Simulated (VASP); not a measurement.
# Co2Mo (P6/mmm) in VASP: further runs, part 2 of 2

VASP 6.6.1. Earlier steps stand in the parts before.

## (3) Single point, PBE, collinear spin, ferromagnetic start

This run uses another cell than the first one, of 12.35 Å³/atom, 1.150 times its volume.

The input, INCAR:

```
SYSTEM = Co2Mo
PREC = Accurate
ENCUT = 520
EDIFF = 1E-7
ISMEAR = 0
SIGMA = 0.1
LREAL = .False.
LASPH = .True.
NELM = 150
ALGO = Normal
ISIF = 2
LWAVE = .False.
LCHARG = .False.
ISPIN = 2
MAGMOM = 1.13 1.13 0
LORBIT = 11
LMAXMIX = 4
GGA = PE
NBANDS = 27
```

The input, KPOINTS:

```
regular mesh
0
Gamma
  6 6 6
  0 0 0
```

The input, POSCAR:

```
Co2Mo
1.0
    4.0999991112      0.0000000000      0.0000000000
   -2.0499995556      3.5507033858      0.0000000000
    0.0000000000      0.0000000000      2.5445930395
Co Mo
2 1
Direct
    0.3333333333      0.6666666667      0.5000000000
    0.6666666667      0.3333333333      0.5000000000
    0.0000000000      0.0000000000      0.0000000000
```

Potentials or basis: VASP PAW PBE potentials, release 64 (Co, Mo_sv).

Launch:

```
> cat potpaw_PBE.64/Co/POTCAR potpaw_PBE.64/Mo_sv/POTCAR > POTCAR
> mpirun -np 1 vasp_std > vasp.out
```

OUTCAR:

```text
SYSTEM = Co2Mo
   PREC = Accurate
   ENCUT = 520
   EDIFF = 1E-7
   ISMEAR = 0
   LREAL = .False.
   LASPH = .True.
   NELM = 150
   ISIF = 2
   ISPIN = 2
   LORBIT = 11
   GGA = PE

 ion  position               nearest neighbor table
   1  0.333  0.667  0.500-   2 2.37   2 2.37   2 2.37   3 2.69   3 2.69   3 2.69   3 2.69   3 2.69
                             3 2.69
   2  0.667  0.333  0.500-   1 2.37   1 2.37   1 2.37   3 2.69   3 2.69   3 2.69   3 2.69   3 2.69
                             3 2.69
   3  0.000  0.000  0.000-   1 2.69   2 2.69   1 2.69   2 2.69   2 2.69   2 2.69   1 2.69   1 2.69
                             2 2.69   2 2.69   1 2.69   1 2.69

  LATTYP: Found a hexagonal cell.
 ALAT       =     4.0999991112
 C/A-ratio  =     0.6206325832

  Lattice vectors:

 A1 = (   4.0999991112,   0.0000000000,   0.0000000000)
 A2 = (  -2.0499995556,   3.5507033858,   0.0000000000)
 A3 = (   0.0000000000,   0.0000000000,   2.5445930395)

Analysis of symmetry for initial positions (statically):
=====================================================================
 Subroutine PRICEL returns:
 Original cell was already a primitive cell.

 Routine SETGRP: Setting up the symmetry group for a
 hexagonal supercell.

 Subroutine GETGRP returns: Found 24 space group operations
 (whereof 24 operations were pure point group operations)
 out of a pool of 24 trial point group operations.

The static configuration has the point symmetry D_6h.

Analysis of symmetry for dynamics (positions and initial velocities):
=====================================================================
 Subroutine PRICEL returns:
 Original cell was already a primitive cell.

 Routine SETGRP: Setting up the symmetry group for a
 hexagonal supercell.

 Subroutine GETGRP returns: Found 24 space group operations
 (whereof 24 operations were pure point group operations)
 out of a pool of 24 trial point group operations.

The dynamic configuration has the point symmetry D_6h.
[... 152 lines left out ...]

 number of electron      31.9999998 magnetization       2.3250657

 Free energy of the ion-electron system (eV)
  ---------------------------------------------------
  ext. energy  EPLUGINS =         0.00000000
  ---------------------------------------------------
  free energy    TOTEN  =       -24.75942957 eV

  energy without entropy =      -24.74255764  energy(sigma->0) =      -24.75099360

 E-fermi :  11.1047     XC(G=0): -13.4387

 val. band max:       11.1017345689   @ k =   0.3333  -0.0000   0.5000
 cond. band min:      11.1082418008   @ k =   0.0000   0.0000   0.0000
 fundamental gap:      0.0065072319
 Fermi energy:        11.1047002083

 spin component 1

 k-point     1 :       0.0000    0.0000    0.0000
  band No.  band energies     occupation
      1     -49.6713      1.00000
      2     -23.7312      1.00000
      3     -23.7312      1.00000
      4     -22.8762      1.00000
      5       3.0082      1.00000
      6       6.5157      1.00000
[... 709 lines left out ...]
     26      22.9186      0.00000
     27      24.2740      0.00000

 [... further k-points ...]

 spin component 2

 k-point     1 :       0.0000    0.0000    0.0000
  band No.  band energies     occupation
      1     -49.7417      1.00000
      2     -23.8370      1.00000
      3     -23.8370      1.00000
      4     -22.9054      1.00000
      5       3.0750      1.00000
      6       6.8721      1.00000
[... 709 lines left out ...]
     26      23.2077      0.00000
     27      24.3840      0.00000

 [... further k-points ...]
[... 5 lines left out ...]
  --------------------------------------------------------------------------------------
  -------------------------------------------------------------------------------------
  Total       -0.0986453     -0.0986453      0.0046911      0.0000000      0.0000000      0.0000000
  in kB       -4.2664867     -4.2664867      0.2028942      0.0000000      0.0000000      0.0000000
  external PRESSURE =      -2.7766931 kB  Pullay stress =       0.0000000 kB

 VOLUME and BASIS-vectors are now :
 -----------------------------------------------------------------------------
  energy-cutoff  :      520.00
  volume of cell :       37.04
      direct lattice vectors                 reciprocal lattice vectors
     4.099999111  0.000000000  0.000000000     0.243902492  0.140817169  0.000000000
    -2.049999556  3.550703386  0.000000000     0.000000000  0.281634339  0.000000000
     0.000000000  0.000000000  2.544593040     0.000000000  0.000000000  0.392990150

 POSITION                                       TOTAL-FORCE (eV/Angst)
 -----------------------------------------------------------------------------------
     -0.00000      2.36714      1.27230         0.000000      0.000000      0.000000
      2.05000      1.18357      1.27230        -0.000000     -0.000000      0.000000
      0.00000      0.00000      0.00000        -0.000000      0.000000      0.000000
 -----------------------------------------------------------------------------------
    total drift:                               -0.000000      0.000000      0.000000

  FREE ENERGIE OF THE ION-ELECTRON SYSTEM (eV)
  ---------------------------------------------------
  free  energy   TOTEN  =       -24.7594295673 eV

  energy  without entropy=      -24.7425576351  energy(sigma->0) =      -24.75099360

 total charge

# of ion       s       p       d       tot
------------------------------------------
    1        0.509   0.546   7.266   8.321
    2        0.509   0.546   7.266   8.321
    3        2.371   6.190   3.953  12.515
--------------------------------------------------
tot          3.389   7.282  18.485  29.156

 magnetization (x)

# of ion       s       p       d       tot
------------------------------------------
    1        0.004   0.009   1.217   1.231
    2        0.004   0.009   1.217   1.231
    3       -0.010  -0.011  -0.107  -0.128
--------------------------------------------------
tot         -0.001   0.008   2.328   2.334
```

stdout:

```text
POSCAR found type information on POSCAR CoMo
 POSCAR found :  2 types and       3 ions
 scaLAPACK will be used
 LDA part: xc-table for (Slater+PW92), standard interpolation
 POSCAR, INCAR and KPOINTS ok, starting setup
 FFT: planning ... GRIDC
 FFT: planning ... GRID_SOFT
 FFT: planning ... GRID
 WAVECAR not read
 entering main loop
```

Wall time 37 s (1 thread of Intel Xeon Platinum 8488C (Sapphire Rapids), shared host); peak memory 0.18 GiB.

Results:

```yaml
Free_energy: -24.7594 eV
Pressure: -0.3 GPa
Net_moment: 2.33 μB per cell
Site_moments: Co +1.23; Mo -0.13 μB
Valence_electrons_inside_the_program's_atomic_spheres: Co 8.32; Mo 12.52
```

Stress tensor (GPa, compression positive):
```
-0.43  0.00  0.00
 0.00 -0.43  0.00
 0.00  0.00  0.02
```

Levels at points of the mesh, in eV from the Fermi level:
Spin up:
```csv
k point,band 15,band 16,band 17,band 18,band 19,band 20
"(0.00, 0.00, 0.00)",-1.49,-1.49,-1.20,-1.20,3.05,3.05
"(0.50, 0.00, 0.00)",-1.24,-0.88,-0.57,1.05,1.24,1.45
"(0.00, 0.00, 0.50)",-0.16,0.76,0.76,1.92,2.13,2.13
"(0.50, 0.00, 0.50)",-1.12,-0.58,0.02,1.79,1.83,2.55
```
Spin down:
| k point | band 13 | band 14 | band 15 | band 16 | band 17 | band 18 |
| --- | --- | --- | --- | --- | --- | --- |
| (0.00, 0.00, 0.00) | -0.74 | -0.74 | -0.45 | -0.45 | 0.00 | 0.00 |
| (0.50, 0.00, 0.00) | -0.95 | -0.32 | 0.01 | 0.50 | 0.65 | 1.12 |
| (0.00, 0.00, 0.50) | -0.68 | -0.68 | 1.11 | 1.62 | 1.62 | 2.50 |
| (0.50, 0.00, 0.50) | -0.49 | -0.24 | 0.01 | 0.13 | 1.17 | 2.09 |

Caveat: the k points lie up to 0.41 Å⁻¹ apart.

## (4) Relaxation of cell and atoms, PBE, collinear spin, ferromagnetic start

The input, INCAR:

```
SYSTEM = Co2Mo
PREC     = Accurate       ! precision mode
ENCUT    = 600            ! plane-wave cutoff, eV
EDIFF    = 1E-6           ! SCF threshold, eV
ISMEAR   = 0              ! smearing method
SIGMA    = 0.1            ! smearing width, eV
LREAL    = .False.        ! projectors in reciprocal space
LASPH    = .True.         ! aspherical terms in the spheres
NELM     = 150            ! most SCF steps
ALGO     = Normal         ! electronic algorithm
ISIF     = 3              ! what is computed and relaxed
LWAVE    = .False.        ! write WAVECAR
LCHARG   = .False.        ! write CHGCAR
ISPIN    = 2              ! spin polarisation
MAGMOM   = 1.13 1.13 0    ! initial moments
LORBIT   = 11             ! projections on sites
LMAXMIX  = 4              ! l up to which the mixer works
GGA      = PE             ! functional
IBRION   = 2              ! ionic algorithm
NSW      = 90             ! ionic steps
EDIFFG   = -0.04          ! ionic threshold
```

The input, KPOINTS:

```
Automatic mesh
0
Gamma
  6 6 6
  0 0 0
```

The input, POSCAR:

```
Co2Mo
1.0
    3.7531004137      0.0000000000      0.0000000000
   -1.8765502069      3.2502803013      0.0000000000
    0.0000000000      0.0000000000      2.6397964714
Co Mo
2 1
Direct
    0.3333333333      0.6666666667      0.5000000000
    0.6666666667      0.3333333333      0.5000000000
    0.0000000000      0.0000000000      0.0000000000
```

Potentials or basis: VASP PAW PBE potentials, release 64 (Co, Mo_sv).

Launch:

```
> cat potpaw_PBE.64/Co/POTCAR potpaw_PBE.64/Mo_sv/POTCAR > POTCAR
> mpirun -np 1 vasp_std > vasp.out
```

OUTCAR:

```text
SYSTEM = Co2Mo
   PREC = Accurate
   ENCUT = 600
   EDIFF = 1E-6
   ISMEAR = 0
   LREAL = .False.
   LASPH = .True.
   NELM = 150
   ISIF = 3
   ISPIN = 2
   LORBIT = 11
   GGA = PE
   IBRION = 2
   NSW = 90
   EDIFFG = -0.04

 ion  position               nearest neighbor table
   1  0.333  0.667  0.500-   2 2.17   2 2.17   2 2.17   3 2.54   3 2.54   3 2.54   3 2.54   3 2.54
                             3 2.54
   2  0.667  0.333  0.500-   1 2.17   1 2.17   1 2.17   3 2.54   3 2.54   3 2.54   3 2.54   3 2.54
                             3 2.54
   3  0.000  0.000  0.000-   1 2.54   2 2.54   1 2.54   2 2.54   2 2.54   2 2.54   1 2.54   1 2.54
                             2 2.54   2 2.54   1 2.54   1 2.54

  LATTYP: Found a hexagonal cell.
 ALAT       =     3.7531004137
 C/A-ratio  =     0.7033642004

  Lattice vectors:

 A1 = (   3.7531004137,   0.0000000000,   0.0000000000)
 A2 = (  -1.8765502069,   3.2502803013,   0.0000000000)
 A3 = (   0.0000000000,   0.0000000000,   2.6397964714)

Analysis of symmetry for initial positions (statically):
=====================================================================
 Subroutine PRICEL returns:
 Original cell was already a primitive cell.

 Routine SETGRP: Setting up the symmetry group for a
 hexagonal supercell.

 Subroutine GETGRP returns: Found 24 space group operations
 (whereof 24 operations were pure point group operations)
 out of a pool of 24 trial point group operations.

The static configuration has the point symmetry D_6h.

Analysis of symmetry for dynamics (positions and initial velocities):
=====================================================================
 Subroutine PRICEL returns:
 Original cell was already a primitive cell.

 Routine SETGRP: Setting up the symmetry group for a
 hexagonal supercell.

 Subroutine GETGRP returns: Found 24 space group operations
 (whereof 24 operations were pure point group operations)
 out of a pool of 24 trial point group operations.

The dynamic configuration has the point symmetry D_6h.

Analysis of structural, dynamic, and magnetic symmetry:
=====================================================================
 Subroutine PRICEL returns:
 Original cell was already a primitive cell.

 Routine SETGRP: Setting up the symmetry group for a
 hexagonal supercell.

 Subroutine GETGRP returns: Found 24 space group operations
 (whereof 24 operations were pure point group operations)
 out of a pool of 24 trial point group operations.

The overall configuration has the point symmetry D_6h.

 Subroutine INISYM returns: Found 24 space group operations
 (whereof 24 operations are pure point group operations),
 and found     1 'primitive' translations

----------------------------------------------------------------------------------------

                                     Primitive cell

  volume of cell :      32.2019

  direct lattice vectors                    reciprocal lattice vectors
     3.753100414  0.000000000  0.000000000     0.266446375  0.153832886  0.000000000
    -1.876550207  3.250280301  0.000000000     0.000000000  0.307665773  0.000000000
     0.000000000  0.000000000  2.639796471     0.000000000  0.000000000  0.378817083

[... 91 lines left out ...]
   ISIF   =      3    stress and relaxation
   ISYM   =      2    0-nonsym 1-usesym 2-fastsym
   POTIM  = 0.5000    time-step for ionic-motion
   TEBEG  =    0.0;   TEEND  =   0.0 temperature during run
   PSTRESS=    0.0 pullay stress
   NELECT =      32.0000    total number of electrons
   NUPDOWN=      -1.0000    fix difference up-down
   EMIN   =  10.00;   EMAX   =-10.00  energy-range for DOS
   EFERMI =   0.00;   METHOD = LEGACY
   ISMEAR =     0;   SIGMA  =   0.10  broadening in eV -4-tet -1-fermi 0-gaus
   EFERMI_NEDOS =   21; number of points for ismear=-14 and -15
   IALGO  =     38    algorithm
   IMIX   =      4    mixing-type and parameters
     AMIX     =   0.40;   BMIX     =  1.00
     AMIX_MAG =   1.60;   BMIX_MAG =  1.00
  volume/ion in A,a.u.               =      10.73        72.44
  Fermi-wavevector in a.u.,A,eV,Ry     =   1.633670  3.087189 36.312287  2.668878
  Thomas-Fermi vector in A             =   2.725436
   LORBIT       =     11    0 simple, 1 ext, 2 COOP (PROOUT), +10 PAW based schemes
   GGA     = PE    functional components
   LHFCALC =     F    Hartree Fock is set to
   AEXX    =    0.0000 exact exchange contribution
   IVDW    =     0    specifies the selected vdW correction
   LEPSILON=     F    determine dielectric tensor
   LRPA    =     F    only Hartree local field effects (RPA)
 conjugate gradient relaxation of ions
 spin polarized calculation
 Gauss-broadening in eV      SIGMA  =   0.10
  energy-cutoff  :      600.00
  volume of cell :       32.20
 maximum number of plane-waves:      1102
 NGX is ok and might be reduce to    30
   NGX = 15   NGY = 15   NGZ = 11

--------------------------------------- Ionic step        1  -------------------------------------------

 number of electron      32.0000010 magnetization       0.0004044

 number of electron      32.0000010 magnetization      -0.0034875

 Free energy of the ion-electron system (eV)
  ---------------------------------------------------
  ext. energy  EPLUGINS =         0.00000000
  ---------------------------------------------------
  free energy    TOTEN  =       -23.83714913 eV

  energy without entropy =      -23.82198583  energy(sigma->0) =      -23.82956748

------------------------ aborting loop because EDIFF is reached ----------------------------------------

  FORCE on cell =-STRESS in cart. coord.  units (eV):
  Direction    XX          YY          ZZ          XY          YZ          ZX
  --------------------------------------------------------------------------------------
  -------------------------------------------------------------------------------------
  Total       11.0829637     11.0829637      4.9736637     -0.0000000     -0.0000000      0.0000000
  in kB      551.4232190    551.4232190    247.4603105     -0.0000000     -0.0000000      0.0000000
  external PRESSURE =     450.1022495 kB  Pullay stress =       0.0000000 kB
[... 26 lines left out ...]
 number of electron      32.0000014 magnetization      -0.0001055

 number of electron      32.0000014 magnetization       0.0004203

 E-fermi :   7.4476     XC(G=0): -11.9699

 val. band max:        7.4407660415   @ k =   0.5000   0.0000   0.0000
 cond. band min:       7.4503529767   @ k =   0.1667   0.1667   0.3333
 fundamental gap:      0.0095869352
 Fermi energy:         7.4475691404

 spin component 1

 k-point     1 :       0.0000    0.0000    0.0000
  band No.  band energies     occupation
      1     -53.6039      1.00000
      2     -27.6266      1.00000
      3     -27.6266      1.00000
      4     -27.2405      1.00000
      5       0.7955      1.00000
      6       4.4741      1.00000
[... 1214 lines left out ...]
  FREE ENERGIE OF THE ION-ELECTRON SYSTEM (eV)
  ---------------------------------------------------
  free  energy   TOTEN  =       -24.4721904409 eV

  energy  without entropy=      -24.4450859670  energy(sigma->0) =      -24.45863820

[... ionic steps 4 to 7 ...]

--------------------------------------- Ionic step        8  -------------------------------------------

 number of electron      31.9999997 magnetization      -0.0019177

------------------------ aborting loop because EDIFF is reached ----------------------------------------
[... 71 lines left out ...]
--------------------------------------- Ionic step       10  -------------------------------------------

 number of electron      31.9999996 magnetization      -0.0035015

 Free energy of the ion-electron system (eV)
  ---------------------------------------------------
  ext. energy  EPLUGINS =         0.00000000
  ---------------------------------------------------
  free energy    TOTEN  =       -24.55172918 eV

  energy without entropy =      -24.51554658  energy(sigma->0) =      -24.53363788

 E-fermi :  11.2199     XC(G=0): -13.5327

 val. band max:       11.1906100570   @ k =   0.3333   0.1667   0.0000
 cond. band min:      11.2269750409   @ k =   0.1667   0.1667   0.5000
 fundamental gap:      0.0363649839
 Fermi energy:        11.2198734877

 spin component 1

 k-point     1 :       0.0000    0.0000    0.0000
  band No.  band energies     occupation
      1     -49.5430      1.00000
      2     -23.6283      1.00000
      3     -23.6283      1.00000
      4     -22.8180      1.00000
      5       3.2051      1.00000
      6       6.8769      1.00000
[... 1177 lines left out ...]
  FREE ENERGIE OF THE ION-ELECTRON SYSTEM (eV)
  ---------------------------------------------------
  free  energy   TOTEN  =       -24.5517291826 eV

  energy  without entropy=      -24.5155465812  energy(sigma->0) =      -24.53363788

 reached required accuracy - stopping structural energy minimisation

 total charge

# of ion       s       p       d       tot
------------------------------------------
    1        0.519   0.548   7.312   8.379
    2        0.519   0.548   7.312   8.379
    3        2.373   6.196   3.941  12.510
--------------------------------------------------
tot          3.411   7.292  18.565  29.268

 magnetization (x)

# of ion       s       p       d       tot
------------------------------------------
    1       -0.000  -0.000  -0.003  -0.003
    2       -0.000  -0.000  -0.003  -0.003
    3        0.000   0.000   0.000   0.000
--------------------------------------------------
tot         -0.000  -0.000  -0.005  -0.005
```

It took 4.2 min on 1 thread of Intel Xeon Platinum 8488C (Sapphire Rapids), shared host; peak memory 0.2 GiB.

Results:

* Free energy: -24.5517 eV
* Relaxed volume: 12.16 Å³/atom
* Relaxed cell: a = 4.041 Å, b = 4.041 Å, c = 2.579 Å, α = 90.00°, β = 90.00°, γ = 120.00°
* Space group after relaxing (to 0.05 Å): P6/mmm (No. 191)
* Energy gained by relaxing: 238.2 meV/atom
* Ionic steps: 10
* Pressure after relaxing: 0.1 GPa
* Band gap on the k mesh: zero (filled and empty bands overlap)
* Net moment: 0.00 μB per cell
* Valence electrons inside the program's atomic spheres: Co 8.38; Mo 12.51

Step by step:
| step | energy change (eV) | largest force (eV/Å) | pressure (GPa) | volume (Å³) |
| --- | --- | --- | --- | --- |
| 1 | 0.0000 | 0.0000 | 45.01 | 32.20 |
| 2 | 1.0549 | 0.0000 | -37.01 | 48.28 |
| 3 | -0.6350 | 0.0000 | -5.16 | 37.41 |
| 4 | -0.6401 | 0.0000 | -2.54 | 37.01 |
| 5 | -0.6403 | 0.0000 | -1.75 | 36.91 |
| 6 | -0.7052 | 0.0000 | -0.31 | 36.54 |
| 7 | -0.7140 | 0.0000 | 0.77 | 36.36 |
| 8 | -0.7141 | 0.0000 | 0.97 | 36.33 |
| 9 | -0.7135 | 0.0000 | -1.38 | 36.68 |
| 10 | -0.7146 | 0.0000 | 0.05 | 36.47 |

Final structure:
```cif
data_structure
_symmetry_space_group_name_H-M 'P 1'
_symmetry_Int_Tables_number 1
_cell_length_a 4.0406
_cell_length_b 4.0406
_cell_length_c 2.5790
_cell_angle_alpha 90.000
_cell_angle_beta 90.000
_cell_angle_gamma 120.000
_cell_volume 36.47
loop_
_atom_site_label
_atom_site_type_symbol
_atom_site_fract_x
_atom_site_fract_y
_atom_site_fract_z
_atom_site_occupancy
Co1 Co 0.33333 0.66667 0.50000 1
Co2 Co 0.66667 0.33333 0.50000 1
Mo1 Mo 0.00000 0.00000 0.00000 1
```

Caveat: the k points lie up to 0.41 Å⁻¹ apart in the final cell.
